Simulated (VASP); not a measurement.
# Ga3Cl2 (P-3m1) in VASP: notebook

The runs below take Ga3Cl2 through single point, with PBE.

All numbers are computed with VASP 6.6.1; they aren't measurements. Logs are shortened: lines on timing, memory, paths and dates and some standing lists are left out, and cuts for length are marked.

## (1) The cell of the first run

The structure is trigonal, space group P-3m1 (No. 164). The conventional cell has a = 4.392 Å, b = 4.392 Å, c = 8.746 Å, α = 90.00°, β = 90.00°, γ = 120.00°. Ga (site symmetry -3m) has 6 Cl at 3.04 Å within 4.0 Å. Ga (site symmetry 3m) has 1 Cl at 2.43 Å and 3 Ga at 2.59 Å within 3.2 Å. Cl (site symmetry 3m) has 4 Ga at 2.43 to 3.04 Å within 3.2 Å.

## (2) Single point, PBE

Contents of INCAR:

```
PREC = Accurate
ENCUT = 520
EDIFF = 1E-6
ISMEAR = 0
SIGMA = 0.1
LREAL = False
LASPH = True
NELM = 60
ALGO = Normal
ISIF = 2
LWAVE = False
LCHARG = False
GGA = PE
NBANDS = 34
```

Contents of KPOINTS:

```
Automatic mesh
0
Gamma
  6 6 4
```

Contents of POSCAR:

```
Ga3Cl2
1.0
    4.3919854982      0.0000000000      0.0000000000
   -2.1959927491      3.8035710145      0.0000000000
    0.0000000000      0.0000000000      8.7455383149
Ga Cl
3 2
Direct
    0.0000000000      0.0000000000      0.0000000000
    0.3333333333      0.6666666667      0.4704759890
    0.6666666667      0.3333333333      0.5295240110
    0.3333333333      0.6666666667      0.1925649884
    0.6666666667      0.3333333333      0.8074350116
```

Potentials or basis: VASP PAW PBE potentials, release 64 (Ga_d, Cl).

Command:

```bash
$ cat potpaw_PBE.64/Ga_d/POTCAR potpaw_PBE.64/Cl/POTCAR > POTCAR
$ mpirun -np 1 vasp_std > vasp.out
```

OUTCAR:

```text
PREC = Accurate
   ENCUT = 520
   EDIFF = 1E-6
   ISMEAR = 0
   LREAL = False
   LASPH = True
   NELM = 60
   ISIF = 2
   GGA = PE

 ion  position               nearest neighbor table
   1  0.000  0.000  0.000-
   2  0.333  0.667  0.470-   4 2.43   3 2.59   3 2.59   3 2.59
   3  0.667  0.333  0.530-   5 2.43   2 2.59   2 2.59   2 2.59
   4  0.333  0.667  0.193-   2 2.43
   5  0.667  0.333  0.807-   3 2.43

  LATTYP: Found a hexagonal cell.
 ALAT       =     4.3919854982
 C/A-ratio  =     1.9912493606

  Lattice vectors:

 A1 = (   4.3919854982,   0.0000000000,   0.0000000000)
 A2 = (  -2.1959927491,   3.8035710145,   0.0000000000)
 A3 = (   0.0000000000,   0.0000000000,   8.7455383149)

Analysis of symmetry for initial positions (statically):
=====================================================================
 Subroutine PRICEL returns:
 Original cell was already a primitive cell.

 Routine SETGRP: Setting up the symmetry group for a
 hexagonal supercell.

 Subroutine GETGRP returns: Found 12 space group operations
 (whereof 12 operations were pure point group operations)
 out of a pool of 24 trial point group operations.

The static configuration has the point symmetry D_3d.

Analysis of symmetry for dynamics (positions and initial velocities):
=====================================================================
 Subroutine PRICEL returns:
 Original cell was already a primitive cell.

 Routine SETGRP: Setting up the symmetry group for a
 hexagonal supercell.

 Subroutine GETGRP returns: Found 12 space group operations
 (whereof 12 operations were pure point group operations)
 out of a pool of 24 trial point group operations.

The dynamic configuration has the point symmetry D_3d.

 Subroutine INISYM returns: Found 12 space group operations
 (whereof 12 operations are pure point group operations),
 and found     1 'primitive' translations

----------------------------------------------------------------------------------------

                                     Primitive cell

  volume of cell :     146.0962

  direct lattice vectors                    reciprocal lattice vectors
     4.391985498  0.000000000  0.000000000     0.227687455  0.131455413  0.000000000
    -2.195992749  3.803571015  0.000000000     0.000000000  0.262910827  0.000000000
     0.000000000  0.000000000  8.745538315     0.000000000  0.000000000  0.114344019

  length of vectors
     4.391985498  4.391985498  8.745538315     0.262910827  0.262910827  0.114344019
[... 87 lines left out ...]
   LREAL  =      F    real-space projection
   EDIFFG = 0.1E-04   stopping-criterion for IOM
   NSW    =      0    number of steps for IOM
   IBRION =     -1    ionic relax: 0-MD 1-quasi-New 2-CG
   NFREE  =      0    steps in history (QN), initial steepest desc. (CG)
   ISIF   =      2    stress and relaxation
   ISYM   =      2    0-nonsym 1-usesym 2-fastsym
   POTIM  = 0.5000    time-step for ionic-motion
   TEBEG  =    0.0;   TEEND  =   0.0 temperature during run
   PSTRESS=    0.0 pullay stress
   NELECT =      53.0000    total number of electrons
   NUPDOWN=      -1.0000    fix difference up-down
   EMIN   =  10.00;   EMAX   =-10.00  energy-range for DOS
   EFERMI =   0.00;   METHOD = LEGACY
   ISMEAR =     0;   SIGMA  =   0.10  broadening in eV -4-tet -1-fermi 0-gaus
   EFERMI_NEDOS =   21; number of points for ismear=-14 and -15
   IALGO  =     38    algorithm
   IMIX   =      4    mixing-type and parameters
     AMIX     =   0.40;   BMIX     =  1.00
     AMIX_MAG =   1.60;   BMIX_MAG =  1.00
  volume/ion in A,a.u.               =      29.22       197.18
  Fermi-wavevector in a.u.,A,eV,Ry     =   1.167581  2.206409 18.548089  1.363246
  Thomas-Fermi vector in A             =   2.304080
   LORBIT       =      0    0 simple, 1 ext, 2 COOP (PROOUT), +10 PAW based schemes
   GGA     = PE    functional components
   LHFCALC =     F    Hartree Fock is set to
   AEXX    =    0.0000 exact exchange contribution
   IVDW    =     0    specifies the selected vdW correction
   LEPSILON=     F    determine dielectric tensor
   LRPA    =     F    only Hartree local field effects (RPA)
 non-spin polarized calculation
 Gauss-broadening in eV      SIGMA  =   0.10
  energy-cutoff  :      520.00
  volume of cell :      146.10
 maximum number of plane-waves:      3963
 NGX is ok and might be reduce to    36
   NGX = 17   NGY = 17   NGZ = 33

 number of electron      52.9999993 magnetization

 Free energy of the ion-electron system (eV)
  ---------------------------------------------------
  ext. energy  EPLUGINS =         0.00000000
  ---------------------------------------------------
  free energy    TOTEN  =       -14.97958416 eV

  energy without entropy =      -14.96692808  energy(sigma->0) =      -14.97325612

 E-fermi :   1.9314     XC(G=0):  -8.1441

 val. band max:        1.9155671420   @ k =   0.5000   0.0000   0.0000
 cond. band min:       1.9596467229   @ k =   0.5000   0.0000   0.2500
 fundamental gap:      0.0440795809
 Fermi energy:         1.9314196384

 k-point     1 :       0.0000    0.0000    0.0000
  band No.  band energies     occupation
      1     -13.9294      2.00000
      2     -13.7941      2.00000
      3     -12.9491      2.00000
      4     -12.9491      2.00000
      5     -12.9451      2.00000
      6     -12.9406      2.00000
[... 877 lines left out ...]
     33       7.4120      0.00000
     34       8.6508      0.00000

------------------------ aborting loop because EDIFF is reached ----------------------------------------

  FORCE on cell =-STRESS in cart. coord.  units (eV):
  Direction    XX          YY          ZZ          XY          YZ          ZX
  --------------------------------------------------------------------------------------
  -------------------------------------------------------------------------------------
  Total       -0.0149156     -0.0149156      0.0655735     -0.0000000      0.0000000      0.0000000
  in kB       -0.1635737     -0.1635737      0.7191181     -0.0000000      0.0000000      0.0000000
  external PRESSURE =       0.1306569 kB  Pullay stress =       0.0000000 kB

 VOLUME and BASIS-vectors are now :
 -----------------------------------------------------------------------------
  energy-cutoff  :      520.00
  volume of cell :      146.10
      direct lattice vectors                 reciprocal lattice vectors
     4.391985498  0.000000000  0.000000000     0.227687455  0.131455413  0.000000000
    -2.195992749  3.803571015  0.000000000     0.000000000  0.262910827  0.000000000
     0.000000000  0.000000000  8.745538315     0.000000000  0.000000000  0.114344019

 POSITION                                       TOTAL-FORCE (eV/Angst)
 -----------------------------------------------------------------------------------
      0.00000      0.00000      0.00000         0.000000      0.000000      0.000000
     -0.00000      2.53571      4.11457        -0.000000      0.000000      0.014460
      2.19599      1.26786      4.63097        -0.000000     -0.000000     -0.014460
     -0.00000      2.53571      1.68408         0.000000     -0.000000     -0.013593
      2.19599      1.26786      7.06145         0.000000      0.000000      0.013593
 -----------------------------------------------------------------------------------
    total drift:                                0.000000      0.000000      0.000000

  FREE ENERGIE OF THE ION-ELECTRON SYSTEM (eV)
  ---------------------------------------------------
  free  energy   TOTEN  =       -14.9795841615 eV

  energy  without entropy=      -14.9669280798  energy(sigma->0) =      -14.97325612
```

OSZICAR:

```text
N       E                     dE             d eps       ncg     rms          rms(c)
DAV:   1     0.459903829317E+03    0.45990E+03   -0.25133E+04  1678   0.212E+03
DAV:   2     0.637781271194E+02   -0.39613E+03   -0.38225E+03  1720   0.526E+02
DAV:   3    -0.101447273954E+02   -0.73923E+02   -0.72296E+02  1978   0.167E+02
DAV:   4    -0.152277574499E+02   -0.50830E+01   -0.50426E+01  2068   0.447E+01
DAV:   5    -0.153786285726E+02   -0.15087E+00   -0.15056E+00  2246   0.718E+00    0.561E+00
DAV:   6    -0.149964885601E+02    0.38214E+00   -0.66708E-01  2424   0.647E+00    0.321E+00
DAV:   7    -0.149755065147E+02    0.20982E-01   -0.33384E-01  2028   0.375E+00    0.141E+00
DAV:   8    -0.149793240329E+02   -0.38175E-02   -0.80812E-02  2418   0.485E+00    0.301E-01
DAV:   9    -0.149782418323E+02    0.10822E-02   -0.21009E-02  1888   0.159E+00    0.883E-02
DAV:  10    -0.149792908938E+02   -0.10491E-02   -0.50607E-03  1916   0.694E-01    0.878E-02
DAV:  11    -0.149795562015E+02   -0.26531E-03   -0.69544E-04  1902   0.201E-01    0.372E-02
DAV:  12    -0.149795772548E+02   -0.21053E-04   -0.93428E-05  2422   0.101E-01    0.209E-02
DAV:  13    -0.149795826239E+02   -0.53691E-05   -0.27343E-05  1796   0.468E-02    0.540E-03
DAV:  14    -0.149795838004E+02   -0.11765E-05   -0.33411E-06  1618   0.155E-02    0.298E-03
DAV:  15    -0.149795841615E+02   -0.36106E-06   -0.63376E-07  1116   0.107E-02
   1 F= -.14979584E+02 E0= -.14973256E+02  d E =-.126561E-01
```

It took 1.8 min on 1 thread of Intel Xeon Platinum 8259CL at 2.50GHz (Skylake/Cascade Lake), shared host; peak memory 0.33 GiB.

Results:

| Item | Value |
| --- | --- |
| Free energy | -14.9796 eV |
| Pressure | 0.0 GPa |
| Largest force | 0.014 eV/Å |

Forces on the atoms (eV/Å):
```
Ga   0.000  0.000  0.000
Ga   0.000  0.000  0.014
Ga   0.000  0.000 -0.014
Cl   0.000  0.000 -0.014
Cl   0.000  0.000  0.014
```

Stress tensor (GPa, compression positive):
```
-0.02  0.00  0.00
 0.00 -0.02  0.00
 0.00  0.00  0.07
```

Caveat: an odd number of electrons without spin polarisation forces a metal; a magnetic or distorted state may lie lower.

## (3) Single point, PBE

This run uses another cell than the first one, of 20.44 Å³/atom, 0.700 times its volume.

Contents of INCAR:

```
  PREC = Accurate
  ENCUT = 520
  EDIFF = 1E-6
  ISMEAR = 0
  SIGMA = 0.1
  LREAL = F
  LASPH = T
  NELM = 80
  ALGO = Normal
  ISIF = 2
  LWAVE = F
  LCHARG = F
  GGA = PE
  NBANDS = 34
```

Contents of KPOINTS:

```
regular mesh
0
Gamma
  6 6 4
```

Contents of POSCAR:

```
Ga3Cl2
1.0
    4.2330263853      0.0000000000      0.0000000000
   -2.1165131926      3.6659083845      0.0000000000
    0.0000000000      0.0000000000      6.5859014573
Ga Cl
3 2
Direct
    0.0000000000      0.0000000000      0.0000000000
    0.3333333333      0.6666666667      0.6450000000
    0.6666666667      0.3333333333      0.3550000000
    0.3333333333      0.6666666667      0.2450000000
    0.6666666667      0.3333333333      0.7550000000
```

Potentials or basis: VASP PAW PBE potentials, release 64 (Ga_d, Cl).

Command:

```bash
$ cat potpaw_PBE.64/Ga_d/POTCAR potpaw_PBE.64/Cl/POTCAR > POTCAR
$ mpirun -np 1 vasp_std > vasp.out
```

Wall time 54 s (1 thread of Intel Xeon Platinum 8259CL at 2.50GHz (Skylake/Cascade Lake), shared host); peak memory 0.24 GiB.

Results (log left out):

```
Free energy   : -11.2509 eV
Pressure      : 18.0 GPa
Largest force : 1.891 eV/Å
```

Forces in eV/Å, atoms in the order of the input:
```
Ga   0.000  0.000  0.000
Ga   0.000  0.000  0.006
Ga   0.000  0.000 -0.006
Cl   0.000  0.000 -1.891
Cl   0.000  0.000  1.891
```

Stress tensor (GPa, compression positive):
```
18.25  0.00  0.00
 0.00 18.25  0.00
 0.00  0.00 17.55
```

Levels at points of the mesh, in eV from the Fermi level:
| k point | band 23 | band 24 | band 25 | band 26 | band 27 | band 28 | band 29 | band 30 |
| --- | --- | --- | --- | --- | --- | --- | --- | --- |
| (0.00, 0.00, 0.00) | -5.84 | -5.54 | -4.33 | -1.18 | 0.84 | 0.84 | 1.79 | 1.79 |
| (0.50, 0.00, 0.00) | -6.11 | -4.39 | -2.78 | -1.37 | -0.12 | 1.27 | 1.29 | 1.86 |
| (0.00, 0.00, 0.50) | -5.88 | -4.41 | -3.69 | -2.37 | 0.41 | 0.42 | 0.42 | 2.01 |
| (0.50, 0.00, 0.50) | -6.17 | -4.95 | -2.26 | -1.49 | -0.92 | 0.90 | 1.73 | 2.35 |

Caveat: an odd number of electrons without spin polarisation forces a metal; a magnetic or distorted state may lie lower.
